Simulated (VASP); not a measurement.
A run of VASP 6.6.1:

File INCAR:

```
SYSTEM = CoO
PREC     = Accurate       ! precision mode
ENCUT    = 520            ! plane-wave cutoff, eV
EDIFF    = 1E-6           ! SCF threshold, eV
ISMEAR   = -1             ! smearing method
SIGMA    = 0.05           ! smearing width, eV
LREAL    = .FALSE.        ! projectors in reciprocal space
LASPH    = .TRUE.         ! aspherical terms in the spheres
NELM     = 150            ! most SCF steps
ALGO     = Normal         ! electronic algorithm
ISIF     = 2              ! what is computed and relaxed
LWAVE    = .FALSE.        ! write WAVECAR
LCHARG   = .FALSE.        ! write CHGCAR
ISPIN    = 2              ! spin polarisation
MAGMOM   = 2 0            ! initial moments
LORBIT   = 11             ! projections on sites
LMAXMIX  = 4              ! l up to which the mixer works
GGA      = PS             ! functional
NBANDS   = 18             ! bands
```

File KPOINTS:

```
Automatic mesh
0
G
  11 11 11
  0 0 0
```

POSCAR

```
CoO
1.0
    0.0000000000      2.0858838926      2.0858838926
    2.0858838926      0.0000000000      2.0858838926
    2.0858838926      2.0858838926      0.0000000000
Co O
1 1
Direct
    0.0000000000      0.0000000000      0.0000000000
    0.5000000000      0.5000000000      0.5000000000
```

Potentials or basis: VASP PAW PBE potentials, release 64 (Co, O).

Command:

```bash
$ cat potpaw_PBE.64/Co/POTCAR potpaw_PBE.64/O/POTCAR > POTCAR
$ mpirun -np 1 vasp_std > vasp.out
```

Hardware: 1 thread of Intel Xeon 8259CL, on a shared host.

Q: How long does it take, and how much memory?

A: Wall time 46 s on 1 thread of Intel Xeon 8259CL, on a shared host, peak memory 0.17 GiB. Counts: scf iterations 15, k points 56.
